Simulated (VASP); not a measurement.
A run of VASP 6.6.1 is set up as follows.

POSCAR

```
NbH2
1.0
    0.0000000000      2.2590770600      2.2590770600
    2.2590770600      0.0000000000      2.2590770600
    2.2590770600      2.2590770600      0.0000000000
Nb H
1 2
Direct
    0.0000000000      0.0000000000      0.0000000000
    0.2500000000      0.2500000000      0.2500000000
    0.7500000000      0.7500000000      0.7500000000
```

The input INCAR.step1:

```
PREC     = Accurate       # precision mode
ENCUT    = 520            # plane-wave cutoff, eV
ISMEAR   = -1             # smearing method
SIGMA    = 0.1            # smearing width, eV
LREAL    = F              # projectors in reciprocal space
LASPH    = T              # aspherical terms in the spheres
NELM     = 100            # most SCF steps
GGA      = PE             # functional
ALGO     = Normal         # electronic algorithm
EDIFF    = 1E-4           # SCF threshold, eV
LWAVE    = T              # write WAVECAR
LCHARG   = F              # write CHGCAR
```

Contents of INCAR.step2:

```
PREC     = Accurate       # precision mode
ENCUT    = 520            # plane-wave cutoff, eV
EDIFF    = 1E-6           # SCF threshold, eV
ISMEAR   = -1             # smearing method
SIGMA    = 0.1            # smearing width, eV
LREAL    = F              # projectors in reciprocal space
LASPH    = T              # aspherical terms in the spheres
NELM     = 100            # most SCF steps
ALGO     = Normal         # electronic algorithm
ISIF     = 2              # what is computed and relaxed
LWAVE    = F              # write WAVECAR
LCHARG   = F              # write CHGCAR
METAGGA  = R2SCAN         # meta-GGA
LMIXTAU  = T            
IBRION   = 2              # ionic algorithm
NSW      = 50             # ionic steps
EDIFFG   = -0.01          # ionic threshold
ISTART   = 1
```

KPOINTS

```
Automatic mesh
0
Gamma
  13 13 13
```

Potentials or basis: VASP PAW PBE potentials, release 64 (Nb_sv, H).

Launch:

```bash
$ cat potpaw_PBE.64/Nb_sv/POTCAR potpaw_PBE.64/H/POTCAR > POTCAR
$ cp INCAR.step1 INCAR
$ mpirun -np 1 vasp_std > vasp.out
$ cp INCAR.step2 INCAR
$ mpirun -np 1 vasp_std > vasp.out
```

Problem. Predict the band gap on the k mesh.

Solution. Zero (an odd number of electrons rules out a gap without spin polarisation).

Final structure:
```
Nb H
1.0
     0.00000    2.25908    2.25908
     2.25908    0.00000    2.25908
     2.25908    2.25908    0.00000
Nb H
1 2
Cartesian
  0.0000 0.0000 0.0000
  1.1295 1.1295 1.1295
  3.3886 3.3886 3.3886
```

Caveat: the relaxation stopped at its first step, so nothing moved; an odd number of electrons without spin polarisation forces a metal; a magnetic or distorted state may lie lower.
